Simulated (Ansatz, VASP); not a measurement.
**Two plane-wave programs on VO2**

```
V O
1.0
     4.53000    0.00000    0.00000
     0.00000    4.53000    0.00000
     0.00000    0.00000    2.86900
V O
2 4
Direct
  0.00000 0.00000 0.00000
  0.50000 0.50000 0.50000
  0.30500 0.30500 0.00000
  0.19500 0.80500 0.50000
  0.69500 0.69500 0.00000
  0.80500 0.19500 0.50000
```

Alike in both runs: task single point; functional r2SCAN; k mesh 5 × 5 × 7; occupations fermi-dirac, width 0.1 eV; collinear spin.

|  | VASP | Ansatz |
| --- | --- | --- |
| version | VASP 6.6.1 | Ansatz 0.2.0 |
| potentials or method | VASP PAW PBE potentials, release 64 (V_sv, O) | plane waves, PAW |
| plane-wave cutoff (eV) | 660 | 500 |
| valence electrons in the cell | 50 | 50 |

Ansatz gave:

* pressure (GPa): -0.8
* traceless stress, the component that is largest in VASP (GPa): -2.49
* net moment per atom (μB): 0.33
* size of the moment on the site where the two differ most (μB): 0.89

Question: Which values does VASP return?

Answer: Pressure (GPa): 0.0; traceless stress, the component that is largest in VASP (GPa): -1.99; net moment per atom (μB): 0.33; size of the moment on the site where the two differ most (μB): 1.12.

VASP's potentials were made for PBE, not for r2SCAN. Site moments also hang on the region over which each program counts them. Ansatz's warnings: stability check not made.
